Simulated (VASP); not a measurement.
A run of VASP 6.6.1 is set up as follows.

File INCAR:

```
PREC = Accurate
ENCUT = 520
EDIFF = 1E-6
ISMEAR = -1
SIGMA = 0.1
LREAL = F
LASPH = T
NELM = 60
ALGO = Normal
ISIF = 2
LWAVE = F
LCHARG = T
GGA = PE
LELF = T
LVHAR = T
NBANDS = 13
```

KPOINTS

```
Automatic mesh
0
Gamma
  15 15 15
```

Contents of POSCAR:

```
Mo
1.0
    0.0000000000      1.9466580675      1.9466580675
    1.9466580675      0.0000000000      1.9466580675
    1.9466580675      1.9466580675      0.0000000000
Mo
1
Direct
    0.0000000000      0.0000000000      0.0000000000
```

Potentials or basis: VASP PAW PBE potentials, release 64 (Mo_sv).

Command:

```bash
$ cat potpaw_PBE.64/Mo_sv/POTCAR > POTCAR
$ mpirun -np 1 vasp_std > vasp.out
```

**Question.** Predict the pressure.

**Answer.** 24.5 GPa.

**Question.** What does it give for the band gap on the k mesh?

**Answer.** Zero (band 7 reaches 17.47 eV, above the bottom of band 8 at 12.26 eV).
